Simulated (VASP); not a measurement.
# WS2 in VASP: notebook

Aim: see how the results for WS2 move with the level of theory and the settings. Levels: LDA, r2SCAN. Tasks: single point.

Everything below comes from runs of VASP 6.6.1. Logs are shortened: lines on timing, memory, paths and dates and some standing lists are left out, and cuts for length are marked.

## (1) The cell of the first run

The cell holds a sheet with vacuum, 9 atoms: a = 3.153 Å, b = 3.153 Å, c = 33.462 Å, α = 90.00°, β = 90.00°, γ = 120.00°.

## (2) Single point, LDA

File INCAR:

```
  PREC = Accurate
  ENCUT = 520
  EDIFF = 1E-7
  ISMEAR = 0
  SIGMA = 0.02
  LREAL = F
  LASPH = T
  NELM = 60
  ALGO = Normal
  ISIF = 2
  LWAVE = F
  LCHARG = F
  LDIPOL = T
  IDIPOL = 3
  DIPOL = 0.5 0.5 0.500
  GGA = CA
  NBANDS = 49
```

File KPOINTS:

```
Automatic mesh
0
Gamma
  12 12 1
```

File POSCAR:

```
WS2
1.0
    3.1530000000      0.0000000000      0.0000000000
   -1.5765000000      2.7305780981      0.0000000000
    0.0000000000      0.0000000000     33.4620000000
S W
6 3
Direct
    0.6666666667      0.3333333333      0.2689618074
    0.6666666667      0.3333333333      0.3628593629
    0.3333333333      0.6666666667      0.4530512223
    0.3333333333      0.6666666667      0.5469487777
    0.6666666667      0.3333333333      0.6371406371
    0.6666666667      0.3333333333      0.7310381926
    0.3333333333      0.6666666667      0.3159105851
    0.6666666667      0.3333333333      0.5000000000
    0.3333333333      0.6666666667      0.6840894149
```

Potentials or basis: VASP PAW LDA potentials, release 64 (S, W_sv).

On the command line:

```bash
> cat potpaw_LDA.64/S/POTCAR potpaw_LDA.64/W_sv/POTCAR > POTCAR
> mpirun -np 1 vasp_std > vasp.out
```

OUTCAR:

```text
PREC = Accurate
   ENCUT = 520
   EDIFF = 1E-7
   ISMEAR = 0
   LREAL = F
   LASPH = T
   NELM = 60
   ISIF = 2
   GGA = CA

 ion  position               nearest neighbor table
   1  0.667  0.333  0.269-   7 2.40   7 2.40   7 2.40
   2  0.667  0.333  0.363-   7 2.40   7 2.40   7 2.40
   3  0.333  0.667  0.453-   8 2.40   8 2.40   8 2.40
   4  0.333  0.667  0.547-   8 2.40   8 2.40   8 2.40
   5  0.667  0.333  0.637-   9 2.40   9 2.40   9 2.40
   6  0.667  0.333  0.731-   9 2.40   9 2.40   9 2.40
   7  0.333  0.667  0.316-   1 2.40   1 2.40   1 2.40   2 2.40   2 2.40   2 2.40
   8  0.667  0.333  0.500-   3 2.40   4 2.40   3 2.40   4 2.40   3 2.40   4 2.40
   9  0.333  0.667  0.684-   6 2.40   6 2.40   6 2.40   5 2.40   5 2.40   5 2.40

  LATTYP: Found a hexagonal cell.
 ALAT       =     3.1530000000
 C/A-ratio  =    10.6127497621

  Lattice vectors:

 A1 = (   3.1530000000,   0.0000000000,   0.0000000000)
 A2 = (  -1.5765000000,   2.7305780981,   0.0000000000)
 A3 = (   0.0000000000,   0.0000000000,  33.4620000000)

Analysis of symmetry for initial positions (statically):
=====================================================================
 Subroutine PRICEL returns:
 Original cell was already a primitive cell.

 Routine SETGRP: Setting up the symmetry group for a
 hexagonal supercell.

 Subroutine GETGRP returns: Found 12 space group operations
 (whereof 12 operations were pure point group operations)
 out of a pool of 24 trial point group operations.

The static configuration has the point symmetry D_3h.

Analysis of symmetry for dynamics (positions and initial velocities):
=====================================================================
 Subroutine PRICEL returns:
 Original cell was already a primitive cell.

 Routine SETGRP: Setting up the symmetry group for a
 hexagonal supercell.

 Subroutine GETGRP returns: Found 12 space group operations
 (whereof 12 operations were pure point group operations)
 out of a pool of 24 trial point group operations.

The dynamic configuration has the point symmetry D_3h.

 Subroutine INISYM returns: Found 12 space group operations
 (whereof 12 operations are pure point group operations),
 and found     1 'primitive' translations

[... 113 lines left out ...]
   NELECT =      78.0000    total number of electrons
   NUPDOWN=      -1.0000    fix difference up-down
   EMIN   =  10.00;   EMAX   =-10.00  energy-range for DOS
   EFERMI =   0.00;   METHOD = LEGACY
   ISMEAR =     0;   SIGMA  =   0.02  broadening in eV -4-tet -1-fermi 0-gaus
   EFERMI_NEDOS =   21; number of points for ismear=-14 and -15
   IALGO  =     38    algorithm
   IMIX   =      4    mixing-type and parameters
     AMIX     =   0.40;   BMIX     =  1.00
     AMIX_MAG =   1.60;   BMIX_MAG =  1.00
  volume/ion in A,a.u.               =      32.01       216.02
  Fermi-wavevector in a.u.,A,eV,Ry     =   1.059082  2.001375 15.261035  1.121654
  Thomas-Fermi vector in A             =   2.194415
   LORBIT       =      0    0 simple, 1 ext, 2 COOP (PROOUT), +10 PAW based schemes
   GGA     = CA    functional components
   LHFCALC =     F    Hartree Fock is set to
   AEXX    =    0.0000 exact exchange contribution
   IVDW    =     0    specifies the selected vdW correction
   LEPSILON=     F    determine dielectric tensor
   LRPA    =     F    only Hartree local field effects (RPA)
 non-spin polarized calculation
 Gauss-broadening in eV      SIGMA  =   0.02
  energy-cutoff  :      520.00
  volume of cell :      288.09
 maximum number of plane-waves:      7798
 NGX is ok and might be reduce to    24
   NGX = 11   NGY = 11   NGZ =125

 dipolmoment           0.000000      0.000000      0.000000 electrons x Angstroem

 number of electron      77.9999993 magnetization

 dipolmoment           0.000000      0.000000     -0.000000 electrons x Angstroem

 Free energy of the ion-electron system (eV)
  ---------------------------------------------------
  ext. energy  EPLUGINS =         0.00000000
  ---------------------------------------------------
  free energy    TOTEN  =       -78.63882023 eV

  energy without entropy =      -78.63882023  energy(sigma->0) =      -78.63882023

 E-fermi :   1.6663     XC(G=0):  -6.5217

 val. band max:        1.5751367653   @ k =   0.0000   0.0000   0.0000
 cond. band min:       2.7255689041   @ k =   0.1667   0.1667   0.0000
 fundamental gap:      1.1504321389
 Fermi energy:         1.6662869697

 k-point     1 :       0.0000    0.0000    0.0000
  band No.  band energies     occupation
      1     -72.4607      2.00000
      2     -72.4582      2.00000
      3     -72.4582      2.00000
      4     -36.9922      2.00000
      5     -36.9898      2.00000
      6     -36.9898      2.00000
[... 977 lines left out ...]
     48       5.1262      0.00000
     49       6.5519      0.00000

------------------------ aborting loop because EDIFF is reached ----------------------------------------

 vacuum level on the upper side and lower side of the slab       (xc-potential included)        -0.084        -0.084

  FORCE on cell =-STRESS in cart. coord.  units (eV):
  Direction    XX          YY          ZZ          XY          YZ          ZX
  --------------------------------------------------------------------------------------
  -------------------------------------------------------------------------------------
  Total       -3.5219829     -3.5219829     -3.5431423      0.0000000     -0.0000000      0.0000000
  in kB      -19.5869745    -19.5869745    -19.7046493      0.0000000     -0.0000000      0.0000000
  external PRESSURE =     -19.6261995 kB  Pullay stress =       0.0000000 kB

 VOLUME and BASIS-vectors are now :
 -----------------------------------------------------------------------------
  energy-cutoff  :      520.00
  volume of cell :      288.09
      direct lattice vectors                 reciprocal lattice vectors
     3.153000000  0.000000000  0.000000000     0.317158262  0.183111408  0.000000000
    -1.576500000  2.730578098  0.000000000     0.000000000  0.366222816  0.000000000
     0.000000000  0.000000000 33.462000000     0.000000000  0.000000000  0.029884645

 POSITION                                       TOTAL-FORCE (eV/Angst)
 -----------------------------------------------------------------------------------
      1.57650      0.91019      9.00000        -0.000000      0.000000      0.371436
      1.57650      0.91019     12.14200        -0.000000      0.000000     -0.305365
     -0.00000      1.82039     15.16000         0.000000      0.000000      0.306399
     -0.00000      1.82039     18.30200         0.000000      0.000000     -0.306399
      1.57650      0.91019     21.32000        -0.000000      0.000000      0.305365
      1.57650      0.91019     24.46200        -0.000000      0.000000     -0.371436
     -0.00000      1.82039     10.57100        -0.000000      0.000000     -0.036300
      1.57650      0.91019     16.73100         0.000000     -0.000000     -0.000000
     -0.00000      1.82039     22.89100        -0.000000      0.000000      0.036300
 -----------------------------------------------------------------------------------
    total drift:                               -0.000000      0.000000      0.000000

  FREE ENERGIE OF THE ION-ELECTRON SYSTEM (eV)
  ---------------------------------------------------
  free  energy   TOTEN  =       -78.6388202314 eV

  energy  without entropy=      -78.6388202314  energy(sigma->0) =      -78.63882023

 vacuum level on the upper side and lower side of the slab         6.906         6.906
```

OSZICAR:

```text
N       E                     dE             d eps       ncg     rms          rms(c)
DAV:   1     0.759569827216E+03    0.75957E+03   -0.42079E+04  2214   0.144E+03
DAV:   2    -0.241331498640E+02   -0.78370E+03   -0.76038E+03  2264   0.380E+02
DAV:   3    -0.803595604321E+02   -0.56226E+02   -0.55174E+02  2274   0.966E+01
[... 25 lines left out ...]
DAV:  29    -0.786388197224E+02   -0.47756E-06   -0.30665E-08  1316   0.649E-04    0.110E-03
DAV:  30    -0.786388198555E+02   -0.13310E-06   -0.52395E-09  1108   0.315E-04    0.642E-04
DAV:  31    -0.786388200164E+02   -0.16090E-06   -0.20705E-09  1156   0.143E-04    0.619E-04
DAV:  32    -0.786388202055E+02   -0.18903E-06   -0.30853E-09  1220   0.118E-04    0.335E-04
DAV:  33    -0.786388202314E+02   -0.25968E-07   -0.10626E-09  1060   0.133E-04
   1 F= -.78638820E+02 E0= -.78638820E+02  d E =-.747146E-13
```

Run time: 6.3 min. Hardware: 1 thread of AMD EPYC 9R45 (Zen 5), shared host; peak memory 0.38 GiB.

Results:

```
Free energy            : -78.6388 eV
Largest force          : 0.371 eV/Å
Band gap on the k mesh : 1.15 eV (least direct gap 1.86 eV)
```

Forces on the atoms (eV/Å):
```
S    0.000  0.000  0.371
S    0.000  0.000 -0.305
S    0.000  0.000  0.306
S    0.000  0.000 -0.306
S    0.000  0.000  0.305
S    0.000  0.000 -0.371
W    0.000  0.000 -0.036
W    0.000  0.000  0.000
W    0.000  0.000  0.036
```

Levels at points of the mesh, in eV from the valence-band top:
```
           k point  band 35  band 36  band 37  band 38  band 39  band 40  band 41  band 42  band 43  band 44
(0.00, 0.00, 0.00)    -2.07    -1.89    -0.95    -0.37     0.00     2.41     2.41     2.42     2.42     2.43
(0.50, 0.00, 0.00)    -1.69    -1.62    -1.53    -1.45    -1.41     2.40     2.42     2.44     2.72     2.85
```

Caveat: spin-orbit coupling is left out, which moves the levels of the heavy elements.

## (3) Single point, r2SCAN

POSCAR is that of step 2.

File INCAR.step1:

```
SYSTEM = WS2
PREC = Accurate
ENCUT = 520
ISMEAR = 0
SIGMA = 0.02
LREAL = .FALSE.
LASPH = .TRUE.
NELM = 80
LDIPOL = .TRUE.
IDIPOL = 3
DIPOL = 0.5 0.5 0.500
NBANDS = 49
GGA = PE
ALGO = Normal
EDIFF = 1E-4
LWAVE = .TRUE.
LCHARG = .FALSE.
```

File INCAR.step2:

```
SYSTEM = WS2
PREC = Accurate
ENCUT = 520
EDIFF = 1E-6
ISMEAR = 0
SIGMA = 0.02
LREAL = .FALSE.
LASPH = .TRUE.
NELM = 80
ALGO = Normal
ISIF = 2
LWAVE = .FALSE.
LCHARG = .FALSE.
LDIPOL = .TRUE.
IDIPOL = 3
DIPOL = 0.5 0.5 0.500
METAGGA = R2SCAN
LMIXTAU = .TRUE.
NBANDS = 49
ISTART = 1
```

File KPOINTS:

```
Automatic mesh
0
G
  12 12 1
  0 0 0
```

Potentials or basis: VASP PAW PBE potentials, release 64 (S, W_sv).

On the command line:

```bash
> cat potpaw_PBE.64/S/POTCAR potpaw_PBE.64/W_sv/POTCAR > POTCAR
> cp INCAR.step1 INCAR
> mpirun -np 1 vasp_std > vasp.out
> cp INCAR.step2 INCAR
> mpirun -np 1 vasp_std > vasp.out
```

Run time: 24 min. Hardware: 1 thread of AMD EPYC 9R45 (Zen 5), shared host; peak memory 0.5 GiB.

Results (log left out):

```
Free energy            : -210.1288 eV
Largest force          : 0.123 eV/Å
Band gap on the k mesh : 1.34 eV (least direct gap 2.00 eV)
```

Forces on the atoms (eV/Å):
```
S    0.000  0.000  0.023
S    0.000  0.000 -0.123
S    0.000  0.000  0.123
S    0.000  0.000 -0.123
S    0.000  0.000  0.123
S    0.000  0.000 -0.023
W    0.000  0.000 -0.043
W    0.000  0.000  0.000
W    0.000  0.000  0.043
```

Levels at points of the mesh, in eV from the valence-band top:
| k point | band 35 | band 36 | band 37 | band 38 | band 39 | band 40 | band 41 | band 42 | band 43 | band 44 |
| --- | --- | --- | --- | --- | --- | --- | --- | --- | --- | --- |
| (0.00, 0.00, 0.00) | -2.20 | -2.04 | -0.93 | -0.38 | 0.00 | 2.59 | 2.59 | 2.60 | 2.60 | 2.62 |
| (0.50, 0.00, 0.00) | -1.88 | -1.81 | -1.63 | -1.55 | -1.50 | 2.59 | 2.61 | 2.63 | 2.93 | 3.04 |

Caveat: the PAW data sets were made with another functional, which shifts forces and pressure a little; spin-orbit coupling is left out, which moves the levels of the heavy elements.
